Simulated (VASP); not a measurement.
Re:

```
Re
1.0
    -1.50136    1.50136    1.50136
     1.50136   -1.50136    1.50136
     1.50136    1.50136   -1.50136
Re
1
Direct
  0.00000 0.00000 0.00000
```

```yaml
Program: VASP 6.6.1
Task: relaxation of cell and atoms
Functional: PBEsol
Potentials_or_basis: VASP PAW PBE potentials, release 64 (Re)
Cutoff: 600 eV
k_mesh: 10 × 10 × 10
Occupations: gaussian, width 0.1 eV
Spin: no spin polarisation
```

At the start: pressure 37.9 GPa; volume 13.54 Å³/atom.

Question: How do energy, volume and symmetry change on relaxing?

Answer: Over 5 steps the energy falls by 125.3 meV/atom and the volume is 14.68 Å³/atom (+8.4 %); space group Im-3m (No. 229, to 0.05 Å).

Step by step:
| step | energy change (eV) | largest force (eV/Å) | pressure (GPa) | volume (Å³) |
| --- | --- | --- | --- | --- |
| 1 | 0.0000 | 0.0000 | 37.87 | 13.54 |
| 2 | 1.4788 | 0.0000 | -59.45 | 20.82 |
| 3 | -0.1219 | 0.0000 | -5.26 | 14.89 |
| 4 | -0.1253 | 0.0000 | -0.58 | 14.70 |
| 5 | -0.1253 | 0.0000 | 0.05 | 14.68 |

Final structure:
```
Re
1.0
    -1.54246    1.54246    1.54246
     1.54246   -1.54246    1.54246
     1.54246    1.54246   -1.54246
Re
1
Direct
  0.00000 0.00000 0.00000
```

Caveat: the PAW data sets were made with another functional, which shifts forces and pressure a little.
